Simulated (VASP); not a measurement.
Here is a VASP 6.6.1 calculation.

The input INCAR:

```
SYSTEM = BeTe
PREC = Accurate
ENCUT = 520
EDIFF = 1E-6
ISMEAR = 0
SIGMA = 0.01
LREAL = .FALSE.
LASPH = .TRUE.
NELM = 150
ALGO = Normal
ISIF = 2
LWAVE = .FALSE.
LCHARG = .FALSE.
MAGMOM = 0 0 0 0 0 0
LORBIT = 11
LSORBIT = .TRUE.
GGA_COMPAT = .FALSE.
LORBMOM = .TRUE.
GGA = PE
NBANDS = 20
```

Contents of KPOINTS:

```
Automatic mesh
0
G
  8 8 8
  0 0 0
```

Contents of POSCAR:

```
BeTe
1.0
    0.0000000000      2.8286236224      2.8286236224
    2.8286236224      0.0000000000      2.8286236224
    2.8286236224      2.8286236224      0.0000000000
Be Te
1 1
Direct
    0.0000000000      0.0000000000      0.0000000000
    0.2500000000      0.2500000000      0.2500000000
```

Potentials or basis: VASP PAW PBE potentials, release 64 (Be, Te).

Launch:

```bash
$ cat potpaw_PBE.64/Be/POTCAR potpaw_PBE.64/Te/POTCAR > POTCAR
$ mpirun -np 1 vasp_ncl > vasp.out
```

Task: Predict the net moment.

Result: 0.00 μB per cell.

Task: Predict the pressure.

Result: 0.4 GPa.

Moments on the atoms (μB; x, y, z):
```
Be  0.00 0.00 0.00
Te  0.00 0.00 0.00
```
